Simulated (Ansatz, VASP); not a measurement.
## Two plane-wave programs on Mg6ZrNb

```xyz
8
Lattice="4.9831 0.0000 0.0000 0.0000 3.0873 5.6443 0.0000 -3.0873 5.6443" Properties=species:S:1:pos:R:3 pbc="T T T"
Mg    0.0000   -1.5019    6.4633
Mg    0.0000    1.5019    6.4633
Mg    0.0000    0.0000    3.7007
Mg    2.4916   -1.5716    4.8237
Mg    2.4916    1.5716    4.8237
Mg    2.4916    0.0000    1.9554
Zr    0.0000    0.0000    9.0490
Nb    2.4916    0.0000    7.8755
```

Alike in both runs: task single point; functional PBE; k mesh 4 × 4 × 4; no spin polarisation.

|  | VASP | Ansatz |
| --- | --- | --- |
| version | VASP 6.6.1 | Ansatz 0.2.0 |
| potentials or method | VASP PAW PBE potentials, release 64 (Mg, Zr_sv, Nb_sv), cutoff 520 eV | scalar-relativistic, plane waves, PAW |
| occupations | fermi-dirac, width 0.272114 eV | fermi-dirac |
| valence electrons in the cell | 37 | 85 |

|  | VASP | Ansatz | Ansatz less VASP |
| --- | --- | --- | --- |
| gap on the k mesh at the Fermi level (eV) | none | none | - |
| pressure (GPa) | 0.3 | 0.5 | +0.12 |
| traceless stress, the component that is largest in VASP (GPa) | -0.08 | -0.08 | +0.006 |
| rms of the force components (eV/Å) | 0.113 | 0.111 | -0.0022 |

Atom by atom the forces differ by 0.002 eV/Å (rms over components). A gap of «none» marks a metal or a gap that the smearing closes. VASP's potentials hold 37 valence electrons a cell and Ansatz's 85, so a difference there can come from the potentials and not from the codes.
